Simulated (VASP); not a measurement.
A run of VASP 6.6.1 is set up as follows.

File INCAR:

```
SYSTEM = BN
PREC = Accurate
ENCUT = 600
EDIFF = 1E-6
ISMEAR = 0
SIGMA = 0.02
LREAL = .False.
LASPH = .True.
NELM = 120
ALGO = Normal
ISIF = 2
LWAVE = .False.
LCHARG = .False.
NBANDS = 16
GGA_COMPAT = .False.
```

KPOINTS

```
Automatic mesh
0
Gamma
  12 12 6
  0 0 0
```

Contents of POSCAR:

```
BN
1.0
    2.5231941744      0.0000000000      0.0000000000
   -1.2615970872      2.1851502537      0.0000000000
    0.0000000000      0.0000000000      4.1751300963
B N
2 2
Direct
    0.3333333333      0.6666666667     -0.0001978498
    0.6666666667      0.3333333333      0.4998021502
    0.3333333333      0.6666666667      0.3741978498
    0.6666666667      0.3333333333      0.8741978498
```

Potentials or basis: VASP PAW LDA potentials, release 64 (B, N).

The run is started by

```bash
$ cat potpaw_LDA.64/B/POTCAR potpaw_LDA.64/N/POTCAR > POTCAR
$ mpirun -np 1 vasp_std > vasp.out
```

Predict the pressure.

0.7 GPa.

Estimate the band gap on the k mesh.

4.90 eV (least direct gap 8.28 eV).

A k mesh can miss the band edges.
